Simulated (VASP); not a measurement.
# Al2Cu (I4/mcm) in VASP: notebook

Runs on Al2Cu. Level: PBE. Tasks: single point.

All numbers are computed with VASP 6.6.1; they aren't measurements. Logs are shortened: lines on timing, memory, paths and dates and some standing lists are left out, and cuts for length are marked.

### 1 The cell of the first run

The structure is tetragonal, space group I4/mcm (No. 140). The conventional cell has a = 5.871 Å, b = 5.871 Å, c = 4.971 Å, α = 90.00°, β = 90.00°, γ = 90.00°. Al (site symmetry m2m) has 4 Cu at 2.53 Å and 11 Al at 2.66 to 3.12 Å within 3.3 Å. Within 3.3 Å of Cu (site symmetry 422) lie 2 Cu at 2.49 Å and 8 Al at 2.53 Å.

### 2 Single point, PBE (biaxial strain in the a-b plane: -3.0 %)

File INCAR:

```
PREC     = Accurate       # precision mode
ENCUT    = 520            # plane-wave cutoff, eV
EDIFF    = 1E-6           # SCF threshold, eV
ISMEAR   = 0              # smearing method
SIGMA    = 0.1            # smearing width, eV
LREAL    = F              # projectors in reciprocal space
LASPH    = T              # aspherical terms in the spheres
NELM     = 60             # most SCF steps
ALGO     = Fast           # electronic algorithm
ISIF     = 2              # what is computed and relaxed
LWAVE    = F              # write WAVECAR
LCHARG   = T              # write CHGCAR
GGA      = PE             # functional
LELF     = T              # ELF
LVHAR    = T            
NBANDS   = 46             # bands
```

File KPOINTS:

```
regular mesh
0
Gamma
  6 6 8
```

File POSCAR:

```
Al2Cu
1.0
    5.8709121099      0.0000000000      0.0000000000
    0.0000000000      5.8709121099      0.0000000000
    0.0000000000      0.0000000000      4.9707772984
Al Cu
8 4
Direct
    0.1599190316      0.3400809684      0.0000000000
    0.1599190316      0.6599190316      0.5000000000
    0.8400809684      0.3400809684      0.5000000000
    0.8400809684      0.6599190316      0.0000000000
    0.6599190316      0.8400809684      0.5000000000
    0.6599190316      0.1599190316      0.0000000000
    0.3400809684      0.8400809684      0.0000000000
    0.3400809684      0.1599190316      0.5000000000
    0.0000000000      0.0000000000      0.7500000000
    0.0000000000      0.0000000000      0.2500000000
    0.5000000000      0.5000000000      0.2500000000
    0.5000000000      0.5000000000      0.7500000000
```

Potentials or basis: VASP PAW PBE potentials, release 64 (Al, Cu).

Command:

```console
$ cat potpaw_PBE.64/Al/POTCAR potpaw_PBE.64/Cu/POTCAR > POTCAR
$ mpirun -np 1 vasp_std > vasp.out
```

OUTCAR:

```text
PREC = Accurate
   ENCUT = 520
   EDIFF = 1E-6
   ISMEAR = 0
   LREAL = F
   LASPH = T
   NELM = 60
   ISIF = 2
   GGA = PE

 ion  position               nearest neighbor table
   1  0.160  0.340  0.000-   9 2.53  10 2.53  11 2.53  12 2.53   4 2.66   8 2.90   8 2.90   3 3.11
                             2 3.11   3 3.11   2 3.11   6 3.12   7 3.12   7 3.12   6 3.12
   2  0.160  0.660  0.500-   9 2.53  10 2.53  11 2.53  12 2.53   3 2.66   7 2.90   7 2.90   1 3.11
                             1 3.11   4 3.11   4 3.11   8 3.12   5 3.12   8 3.12   5 3.12
   3  0.840  0.340  0.500-   9 2.53  10 2.53  11 2.53  12 2.53   2 2.66   6 2.90   6 2.90   1 3.11
                             1 3.11   4 3.11   4 3.11   8 3.12   5 3.12   5 3.12   8 3.12
   4  0.840  0.660  0.000-   9 2.53  10 2.53  11 2.53  12 2.53   1 2.66   5 2.90   5 2.90   2 3.11
                             2 3.11   3 3.11   3 3.11   7 3.12   6 3.12   6 3.12   7 3.12
   5  0.660  0.840  0.500-   9 2.53  10 2.53  11 2.53  12 2.53   8 2.66   4 2.90   4 2.90   6 3.11
                             7 3.11   6 3.11   7 3.11   3 3.12   2 3.12   3 3.12   2 3.12
   6  0.660  0.160  0.000-   9 2.53  10 2.53  11 2.53  12 2.53   7 2.66   3 2.90   3 2.90   8 3.11
                             5 3.11   5 3.11   8 3.11   1 3.12   4 3.12   4 3.12   1 3.12
   7  0.340  0.840  0.000-   9 2.53  10 2.53  11 2.53  12 2.53   6 2.66   2 2.90   2 2.90   8 3.11
                             5 3.11   5 3.11   8 3.11   1 3.12   4 3.12   1 3.12   4 3.12
   8  0.340  0.160  0.500-   9 2.53  10 2.53  11 2.53  12 2.53   5 2.66   1 2.90   1 2.90   7 3.11
                             6 3.11   6 3.11   7 3.11   2 3.12   3 3.12   2 3.12   3 3.12
   9  0.000  0.000  0.750-  10 2.49  10 2.49   3 2.53   4 2.53   5 2.53   6 2.53   7 2.53   8 2.53
                             1 2.53   2 2.53
  10  0.000  0.000  0.250-   9 2.49   9 2.49   3 2.53   4 2.53   5 2.53   6 2.53   7 2.53   8 2.53
                             1 2.53   2 2.53
  11  0.500  0.500  0.250-  12 2.49  12 2.49   3 2.53   4 2.53   5 2.53   6 2.53   7 2.53   8 2.53
                             1 2.53   2 2.53
  12  0.500  0.500  0.750-  11 2.49  11 2.49   3 2.53   4 2.53   5 2.53   6 2.53   7 2.53   8 2.53
                             1 2.53   2 2.53

  LATTYP: Found a simple tetragonal cell.
 ALAT       =     5.8709121099
 C/A-ratio  =     0.8466788815

  Lattice vectors:

 A1 = (   5.8709121099,   0.0000000000,   0.0000000000)
 A2 = (   0.0000000000,   5.8709121099,   0.0000000000)
 A3 = (   0.0000000000,   0.0000000000,   4.9707772984)

Analysis of symmetry for initial positions (statically):
=====================================================================
 Subroutine PRICEL returns following result:

  LATTYP: Found a body centered tetragonal cell.
 ALAT       =     5.8709121099
 C/A-ratio  =     0.8466788815

  Lattice vectors:

 A1 = (  -2.9354560549,  -2.9354560549,  -2.4853886492)
 A2 = (   2.9354560549,   2.9354560549,  -2.4853886492)
[... 168 lines left out ...]
  Fermi-wavevector in a.u.,A,eV,Ry     =   1.203093  2.273517 19.693529  1.447434
  Thomas-Fermi vector in A             =   2.338856
   LORBIT       =      0    0 simple, 1 ext, 2 COOP (PROOUT), +10 PAW based schemes
   GGA     = PE    functional components
   LHFCALC =     F    Hartree Fock is set to
   AEXX    =    0.0000 exact exchange contribution
   IVDW    =     0    specifies the selected vdW correction
   LEPSILON=     F    determine dielectric tensor
   LRPA    =     F    only Hartree local field effects (RPA)
 non-spin polarized calculation
 RMM-DIIS sequential band-by-band and
 Gauss-broadening in eV      SIGMA  =   0.10
  energy-cutoff  :      520.00
  volume of cell :      171.33
 maximum number of plane-waves:      4642
 NGX is ok and might be reduce to    48
   NGX = 21   NGY = 21   NGZ = 19

 number of electron      68.0000027 magnetization

 Free energy of the ion-electron system (eV)
  ---------------------------------------------------
  ext. energy  EPLUGINS =         0.00000000
  ---------------------------------------------------
  free energy    TOTEN  =       -46.53675791 eV

  energy without entropy =      -46.51390173  energy(sigma->0) =      -46.52532982

 E-fermi :   8.4387     XC(G=0): -11.0372

 val. band max:        8.4349456149   @ k =   0.3333   0.0000   0.0000
 cond. band min:       8.4658009450   @ k =   0.1667   0.1667   0.1250
 fundamental gap:      0.0308553301
 Fermi energy:         8.4386969049

 k-point     1 :       0.0000    0.0000    0.0000
  band No.  band energies     occupation
      1      -2.6027      2.00000
      2       1.3897      2.00000
      3       1.4323      2.00000
      4       1.6209      2.00000
      5       1.6209      2.00000
      6       2.7263      2.00000
[... 1165 lines left out ...]
     45      12.6974      0.00000
     46      12.6974      0.00000

 [... further k-points ...]

------------------------ aborting loop because EDIFF is reached ----------------------------------------

  FORCE on cell =-STRESS in cart. coord.  units (eV):
  Direction    XX          YY          ZZ          XY          YZ          ZX
  --------------------------------------------------------------------------------------
  -------------------------------------------------------------------------------------
  Total        7.5721108      7.5721108      1.6443129      0.0000000      0.0000000      0.0000000
  in kB       70.8095898     70.8095898     15.3765736      0.0000000      0.0000000      0.0000000
  external PRESSURE =      52.3319177 kB  Pullay stress =       0.0000000 kB

 VOLUME and BASIS-vectors are now :
 -----------------------------------------------------------------------------
  energy-cutoff  :      520.00
  volume of cell :      171.33
      direct lattice vectors                 reciprocal lattice vectors
     5.870912110  0.000000000  0.000000000     0.170331284  0.000000000  0.000000000
     0.000000000  5.870912110  0.000000000     0.000000000  0.170331284  0.000000000
     0.000000000  0.000000000  4.970777298     0.000000000  0.000000000  0.201175780

 POSITION                                       TOTAL-FORCE (eV/Angst)
 -----------------------------------------------------------------------------------
      0.93887      1.99659      0.00000         0.034513     -0.034513      0.000000
      0.93887      3.87433      2.48539         0.034513      0.034513     -0.000000
      4.93204      1.99659      2.48539        -0.034513     -0.034513      0.000000
      4.93204      3.87433      0.00000        -0.034513      0.034513     -0.000000
      3.87433      4.93204      2.48539         0.034513     -0.034513      0.000000
      3.87433      0.93887      0.00000         0.034513      0.034513     -0.000000
      1.99659      4.93204      0.00000        -0.034513     -0.034513      0.000000
      1.99659      0.93887      2.48539        -0.034513      0.034513     -0.000000
      0.00000      0.00000      3.72808         0.000000     -0.000000      0.000000
      0.00000      0.00000      1.24269         0.000000      0.000000      0.000000
      2.93546      2.93546      1.24269         0.000000     -0.000000      0.000000
      2.93546      2.93546      3.72808         0.000000     -0.000000      0.000000
 -----------------------------------------------------------------------------------
    total drift:                                0.000000     -0.000000     -0.000000

  FREE ENERGIE OF THE ION-ELECTRON SYSTEM (eV)
  ---------------------------------------------------
  free  energy   TOTEN  =       -46.5367579135 eV

  energy  without entropy=      -46.5139017276  energy(sigma->0) =      -46.52532982
```

OSZICAR:

```text
N       E                     dE             d eps       ncg     rms          rms(c)
DAV:   1     0.465072054545E+03    0.46507E+03   -0.26611E+04  4600   0.167E+03
DAV:   2    -0.104577514533E+02   -0.47553E+03   -0.45809E+03  4600   0.360E+02
DAV:   3    -0.544354021324E+02   -0.43978E+02   -0.40717E+02  5596   0.137E+02
[... 12 lines left out ...]
RMM:  16    -0.465367565421E+02   -0.40178E-04   -0.45251E-04  5990   0.911E-02    0.129E-02
RMM:  17    -0.465367674865E+02   -0.10944E-04   -0.69267E-05  6318   0.433E-02    0.234E-02
RMM:  18    -0.465367627550E+02    0.47316E-05   -0.12093E-05  5390   0.264E-02    0.185E-02
RMM:  19    -0.465367580706E+02    0.46844E-05   -0.75467E-06  4966   0.154E-02    0.111E-02
RMM:  20    -0.465367579135E+02    0.15705E-06   -0.27348E-06  3785   0.825E-03
   1 F= -.46536758E+02 E0= -.46525330E+02  d E =-.228562E-01
```

stdout:

```text
POSCAR found type information on POSCAR AlCu
 POSCAR found :  2 types and      12 ions
 scaLAPACK will be used
 LDA part: xc-table for (Slater+PW92), standard interpolation
 POSCAR, INCAR and KPOINTS ok, starting setup
 FFT: planning ... GRIDC
 FFT: planning ... GRID_SOFT
 FFT: planning ... GRID
 WAVECAR not read
 entering main loop
```

Wall time 4.4 min (1 thread of Intel Xeon 6975P-C (Granite Rapids), shared host); peak memory 0.47 GiB.

Results:

```yaml
Free_energy: -46.5368 eV
Pressure: 5.2 GPa
Largest_force: 0.049 eV/Å
Band_gap_on_the_k_mesh: zero (bands 34 and 35 overlap by 2.05 eV)
```

Forces in eV/Å, atoms in the order of the input:
```
Al   0.035 -0.035  0.000
Al   0.035  0.035  0.000
Al  -0.035 -0.035  0.000
Al  -0.035  0.035  0.000
Al   0.035 -0.035  0.000
Al   0.035  0.035  0.000
Al  -0.035 -0.035  0.000
Al  -0.035  0.035  0.000
Cu   0.000  0.000  0.000
Cu   0.000  0.000  0.000
Cu   0.000  0.000  0.000
Cu   0.000  0.000  0.000
```

Stress tensor (GPa, compression positive):
```
7.08 0.00 0.00
0.00 7.08 0.00
0.00 0.00 1.54
```

Caveat: the cell differs from its parent crystal (biaxial strain in the a-b plane: -3.0 %); the stress differs along the axes, from 2 to 7 GPa.

[end of part 1 of 3]

The gap in the log of VASP goes by the Fermi energy; the results here count the filled bands.